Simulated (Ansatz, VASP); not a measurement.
One calculation of Hf2Pd2Se2Br2O3, two programs

File INCAR:

```
SYSTEM = Hf2Pd2Se2Br2O3
ALGO     = Normal         ! electronic algorithm
EDIFF    = 1E-6           ! SCF threshold, eV
ENCUT    = 520            ! plane-wave cutoff, eV
GGA      = PE             ! functional
ISIF     = 2              ! what is computed and relaxed
ISMEAR   = -1             ! smearing method
LASPH    = .TRUE.         ! aspherical terms in the spheres
LCHARG   = .FALSE.        ! write CHGCAR
LDAU     = .TRUE.         ! DFT+U
LDAUJ    = 0 0 0 0 0    
LDAUL    = 2 2 -1 -1 -1   ! shell
LDAUPRINT= 1            
LDAUTYPE = 2            
LDAUU    = 3 3 0 0 0      ! U, eV
LMAXMIX  = 4              ! l up to which the mixer works
LREAL    = .FALSE.        ! projectors in reciprocal space
LWAVE    = .FALSE.        ! write WAVECAR
NBANDS   = 53             ! bands
NELM     = 150            ! most SCF steps
PREC     = Accurate       ! precision mode
SIGMA    = 0.05           ! smearing width, eV
```

KPOINTS

```
k-points
0
G
  4 4 3
  0 0 0
```

POSCAR

```
Hf2Pd2Se2Br2O3
1.0
    5.7606900000      0.0049600000     -0.0028600000
   -0.5275000000      5.8466400000      0.0341300000
   -1.4843500000     -0.9264200000      6.6458600000
Hf Pd Se Br O
2 2 2 2 3
Direct
    0.7454000000      0.3960200000      0.3498900000
    0.2876300000      0.4532200000      0.5940100000
    0.9085400000      0.1329400000      0.8484900000
    0.2524900000      0.9032300000      0.3587400000
    0.6346900000      0.4035500000      0.9371600000
    0.6259700000      0.7817400000      0.5302300000
    0.8527300000      0.9908900000      0.1535500000
    0.2252600000      0.8208400000      0.8622300000
    0.9604000000      0.2892500000      0.5902600000
    0.4323300000      0.2452400000      0.4086400000
    0.0745700000      0.5830800000      0.3668200000
```

The input input.yaml:

```yaml
crystal:
  lattice:
    - [5.76069, 0.00496, -0.00286]
    - [-0.5275, 5.84664, 0.03413]
    - [-1.48435, -0.92642, 6.64586]
  atoms:
    - { symbol: Hf, position: [0.7454, 0.39602, 0.34989] }
    - { symbol: Hf, position: [0.28763, 0.45322, 0.59401] }
    - { symbol: Pd, position: [0.90854, 0.13294, 0.84849] }
    - { symbol: Pd, position: [0.25249, 0.90323, 0.35874] }
    - { symbol: Se, position: [0.63469, 0.40355, 0.93716] }
    - { symbol: Se, position: [0.62597, 0.78174, 0.53023] }
    - { symbol: Br, position: [0.85273, 0.99089, 0.15355] }
    - { symbol: Br, position: [0.22526, 0.82084, 0.86223] }
    - { symbol: O, position: [0.9604, 0.28925, 0.59026] }
    - { symbol: O, position: [0.43233, 0.24524, 0.40864] }
    - { symbol: O, position: [0.07457, 0.58308, 0.36682] }
kpoints:
  mp_grid: { grid: [4, 4, 3] }
scf:
  occupations: { method: fermi_dirac, width: 0.05 }
hamiltonian:
  xc: pbe
  pseudopotentials: { kind: all_electron, lapw: { basis_error: 0.002 } }
  hubbard:
    sites: [{ species: Hf, l: d, u_eff: 3 }, { species: Pd, l: d, u_eff: 3 }]
    double_counting: fll
    projectors: ortho-atomic
output:
  forces: true
  stress: true
  eigenvalues: true
  hubbard: {}
```

Alike in both runs: task single point; functional PBE; k mesh 4 × 4 × 3; occupations fermi-dirac, width 0.05 eV; no spin polarisation; Hubbard terms Hf d U = 3.0 eV, Pd d U = 3.0 eV.

|  | VASP | Ansatz |
| --- | --- | --- |
| version | VASP 6.6.1 | Ansatz 0.2.0 |
| potentials or method | VASP PAW PBE potentials, release 64 (Hf_pv, Pd, Se, Br, O), cutoff 520 eV | all-electron LAPW, scalar-relativistic |

Ansatz gave:

- gap on the k mesh at the Fermi level (eV): 0.44
- least direct gap on the mesh (eV): 0.47
- pressure (GPa): 1.6
- traceless stress, the component that is largest in VASP (GPa): -0.11
- rms of the force components (eV/Å): 0.076

Q: What did VASP give for the same quantities?

A: gap on the k mesh at the Fermi level (eV): 0.47; least direct gap on the mesh (eV): 0.52; pressure (GPa): 1.3; traceless stress, the component that is largest in VASP (GPa): -0.47; rms of the force components (eV/Å): 0.216.

The programs project onto different local orbitals, so the same U acts differently, and such runs can settle in different states. Atom by atom the forces differ by 0.194 eV/Å (rms over components). Ansatz ran all-electron here, and VASP with PAW potentials.

Spin-orbit coupling is off throughout. Noted on Ansatz's run: U is the effective U less J, on atomic orbitals that reach past the spheres.
